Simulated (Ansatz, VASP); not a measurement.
**LiH in VASP and in Ansatz**

```xyz
2
Lattice="0.0000 2.0325 2.0325 2.0325 0.0000 2.0325 2.0325 2.0325 0.0000" Properties=species:S:1:pos:R:3 pbc="T T T"
Li    0.0000    0.0000    0.0000
H     2.0325    2.0325    2.0325
```

Alike in both runs: task electric field gradients; functional LDA; k mesh 11 × 11 × 11; occupations fermi-dirac, width 0.03 eV; no spin polarisation.

|  | VASP | Ansatz |
| --- | --- | --- |
| version | VASP 6.6.1 | Ansatz 0.2.0 |
| potentials or method | VASP PAW LDA potentials, release 64 (Li_sv, H) | PAW with Ansatz's default frozen-core files, scalar-relativistic |
| plane-wave cutoff (eV) | 520 | 420 |
| valence electrons in the cell | 4 | 4 |

```tsv
	VASP	Ansatz	Ansatz less VASP
gap on the k mesh at the Fermi level (eV)	2.84	2.84	+0.007
```

LDA's correlation is that of Perdew and Zunger in VASP and of Perdew and Wang (1992) in Ansatz.

Noted on VASP's run: the cutoff is short for stress, so the pressure is rough.
